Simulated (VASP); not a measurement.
Crystal: C.

```
C
1.0
     2.47061    0.00000    0.00000
    -1.23531    2.13961    0.00000
     0.00000    0.00000    8.06895
C
8
Direct
  0.66667 0.33333 0.84375
  0.33333 0.66667 0.34375
  0.66667 0.33333 0.65625
  0.33333 0.66667 0.15625
  0.00000 0.00000 0.90625
  0.00000 0.00000 0.40625
  0.00000 0.00000 0.59375
  0.00000 0.00000 0.09375
```

Base run:

| Property | Result |
| --- | --- |
| Program | VASP 6.6.1 |
| Functional | r2SCAN |
| Dispersion | rVV10 |
| Potentials or basis | VASP PAW PBE potentials, release 64 (C) |
| Cutoff | 520 eV |
| k mesh | 12 × 12 × 4 |
| Occupations | fermi-dirac, width 0.05 eV |
| Spin | no spin polarisation |

Its results: band gap on the k mesh 4.74 eV, indirect (least direct gap 5.53 eV); pressure 29.3 GPa; largest force 0.408 eV/Å.

After a change of settings the same cell gave: band gap on the k mesh 4.78 eV, indirect (least direct gap 5.54 eV); pressure 27.3 GPa; largest force 0.405 eV/Å. Which change was it?
A. functional from r2SCAN to revPBE; dispersion from rVV10 to D4
B. functional from r2SCAN to PBEsol; dispersion from rVV10 to none
C. dispersion from rVV10 to D3(BJ)
D. functional from r2SCAN to PBE; dispersion from rVV10 to none

C.

Caveats: the PAW data sets were made with another functional, which shifts forces and pressure a little.
